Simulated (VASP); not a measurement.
# NaH: single point with r2SCAN

The system is NaH.

```
Na H
1.0
     2.96143    0.00000    0.00000
     0.00000    2.96143    0.00000
     0.00000    0.00000    2.96143
Na H
1 1
Direct
  0.00000 0.00000 0.00000
  0.50000 0.50000 0.50000
```

This cell differs from its parent crystal: volume changed by +3%.

```json
{
 "Program": "VASP 6.6.1",
 "Task": "single point",
 "Functional": "r2SCAN",
 "Potentials or basis": "VASP PAW PBE potentials, release 64 (Na_pv, H)",
 "Cutoff": "520 eV",
 "k mesh": "8 × 8 × 8",
 "Occupations": "gaussian, width 0.01 eV",
 "Spin": "no spin polarisation",
 "Dipole correction": "no",
 "Further INCAR settings": "ALGO = Normal; EDIFF = 1e-06; NBANDS = 11"
}
```

```json
{"Pressure": "-1.0 GPa", "Band gap on the k mesh": "1.60 eV, indirect (least direct gap 5.08 eV)"}
```

Levels at points of the mesh, in eV from the valence-band top:
| k point | band 2 | band 3 | band 4 | band 5 | band 6 | band 7 |
| --- | --- | --- | --- | --- | --- | --- |
| (0.00, 0.00, 0.00) | -25.48 | -25.48 | -5.93 | 9.63 | 11.56 | 11.56 |
| (0.50, 0.00, 0.00) | -25.46 | -25.46 | -3.47 | 1.60 | 11.89 | 14.75 |
| (0.50, 0.50, 0.00) | -25.61 | -25.45 | -1.80 | 4.80 | 4.80 | 7.72 |
| (0.50, 0.50, 0.50) | -25.59 | -25.59 | 0.00 | 7.27 | 7.27 | 7.27 |

It took 11 s on 1 thread of Intel(R) Xeon(R) 6975P-C (Granite Rapids), on a shared host, peak memory 0.13 GiB.

Caveat: the PAW data sets were made with another functional, which shifts forces and pressure a little. A k mesh can miss the band edges.
